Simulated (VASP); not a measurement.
Here is a VASP 6.6.1 calculation.

Contents of INCAR:

```
SYSTEM = Na3Sb2
PREC = Accurate
ENCUT = 520
EDIFF = 1E-6
ISMEAR = -1
SIGMA = 0.1
LREAL = .FALSE.
LASPH = .TRUE.
NELM = 100
ALGO = Normal
ISIF = 2
LWAVE = .FALSE.
LCHARG = .TRUE.
GGA = PE
LELF = .TRUE.
LVHAR = .TRUE.
NBANDS = 42
```

File KPOINTS:

```
Automatic mesh
0
Gamma
  3 3 2
  0.5 0.5 0.5
```

Contents of POSCAR:

```
Na3Sb2
1.0
    4.3582990000      4.4632560000      0.0000000000
    4.3582990000     -4.4632560000      0.0000000000
    2.3020710000      0.0000000000     -8.4671830000
Sb Na
4 6
Direct
    0.8777000000      0.3134400000      0.8396000000
    0.6865600000      0.1223000000      0.6604000000
    0.1223000000      0.6865600000      0.1604000000
    0.3134400000      0.8777000000      0.3396000000
    0.7592100000      0.6642900000      0.5148400000
    0.3357100000      0.2407900000      0.9851600000
    0.2407900000      0.3357100000      0.4851600000
    0.6642900000      0.7592100000      0.0148400000
    0.1606300000      0.8393700000      0.7500000000
    0.8393700000      0.1606300000      0.2500000000
```

Potentials or basis: VASP PAW PBE potentials, release 64 (Sb, Na_pv).

The run is started by

```sh
$ cat potpaw_PBE.64/Sb/POTCAR potpaw_PBE.64/Na_pv/POTCAR > POTCAR
$ mpirun -np 1 vasp_std > vasp.out
```

Question: Estimate the largest force.

Answer: 2.797 eV/Å.

Question: Estimate the band gap on the k mesh.

Answer: Zero (bands 31 and 32 overlap by 0.58 eV).

Question: Predict the pressure.

Answer: 0.2 GPa.

Stress tensor (GPa, compression positive):
```
 2.32  0.00 -2.97
 0.00 -1.46  0.00
-2.97  0.00 -0.39
```

Caveat: the k points lie up to 0.37 Å⁻¹ apart, too coarse for converged energies and pressures of a metal; spin-orbit coupling is left out, which moves the levels of the heavy elements; forces of over 1 eV/Å act on the atoms, so gaps and moduli don't describe the material at rest.
